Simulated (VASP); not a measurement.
A run of VASP 6.6.1:

INCAR

```
ALGO = Normal
EDIFF = 1E-6
ENCUT = 520
GGA = PE
ISIF = 2
ISMEAR = 0
LASPH = T
LCHARG = F
LREAL = F
LWAVE = F
NBANDS = 26
NELM = 60
PREC = Accurate
SIGMA = 0.1
```

File KPOINTS:

```
k-points
0
Gamma
  18 18 18
```

The input POSCAR:

```
NbAs
1.0
   -1.7366847619      1.7366847619      5.8752015295
    1.7366847619     -1.7366847619      5.8752015295
    1.7366847619      1.7366847619     -5.8752015295
Nb As
2 2
Direct
    0.7489025005      0.7489025005      0.0000000000
    0.4989025005     -0.0010974995      0.5000000000
    0.1670974995      0.1670974995      0.0000000000
    0.9170974995      0.4170974995      0.5000000000
```

Potentials or basis: VASP PAW PBE potentials, release 64 (Nb_sv, As).

Run with:

```bash
$ cat potpaw_PBE.64/Nb_sv/POTCAR potpaw_PBE.64/As/POTCAR > POTCAR
$ mpirun -np 1 vasp_std > vasp.out
```

Hardware: 1 thread of AMD EPYC 7R43 64-Core Processor (Zen 3), on a shared host.

Q: Estimate the wall time of this run.

A: It took 54 min on 1 thread of AMD EPYC 7R43 64-Core Processor (Zen 3), with other jobs on the host, peak memory 0.88 GiB. Counts: scf iterations 13, k points 480.
